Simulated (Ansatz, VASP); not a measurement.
## Ni3Ge in VASP and in Ansatz

```
Ni Ge
1.0
     3.53033    0.00000    0.00000
     0.00000    3.53033    0.00000
     0.00000    0.00000    3.53033
Ni Ge
3 1
Direct
  0.50000 0.00000 0.50000
  0.00000 0.50000 0.50000
  0.50000 0.50000 0.00000
  0.00000 0.00000 0.00000
```

Alike in both runs: task single point; functional r2SCAN; k mesh 12 × 12 × 12; occupations gaussian, width 0.1 eV; non-collinear spin, spin-orbit coupling.

```csv
,VASP,Ansatz
version,VASP 6.6.1,Ansatz 0.2.0
potentials or method,"VASP PAW PBE potentials, release 64 (Ni, Ge_d), cutoff 520 eV","plane waves, PAW"
valence electrons in the cell,44,68
```

```tsv
	VASP	Ansatz	Ansatz less VASP
pressure (GPa)	0.9	0.5	-0.42
```

VASP's potentials were made for PBE, not for r2SCAN. The functional is the same, so the differences come from potentials, cutoffs and numerics. VASP's potentials hold 44 valence electrons a cell and Ansatz's 68, so a difference there can come from the potentials and not from the codes.
